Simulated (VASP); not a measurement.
A run of VASP 6.6.1 is set up as follows.

File INCAR:

```
ALGO = Normal
DIPOL = 0.5 0.5 0.500
EDIFF = 1E-6
ENCUT = 520
GGA = PE
IDIPOL = 3
ISIF = 2
ISMEAR = -1
LASPH = T
LCHARG = F
LDIPOL = T
LREAL = F
LWAVE = F
NBANDS = 12
NELM = 80
PREC = Accurate
SIGMA = 0.08
```

KPOINTS

```
k-points
0
Gamma
  13 13 1
```

The input POSCAR:

```
Nb
1.0
    2.8679417329      0.0000000000      0.0000000000
   -0.9559805776      2.7039213966      0.0000000000
    0.0000000000      0.0000000000     16.0000000000
Nb
1
Direct
    0.0000000000      0.0000000000      0.5000000000
```

Potentials or basis: VASP PAW PBE potentials, release 64 (Nb_sv).

The run is started by

```sh
$ cat potpaw_PBE.64/Nb_sv/POTCAR > POTCAR
$ mpirun -np 1 vasp_std > vasp.out
```

Task: Predict the band gap on the k mesh.

Result: Zero (an odd number of electrons rules out a gap without spin polarisation).
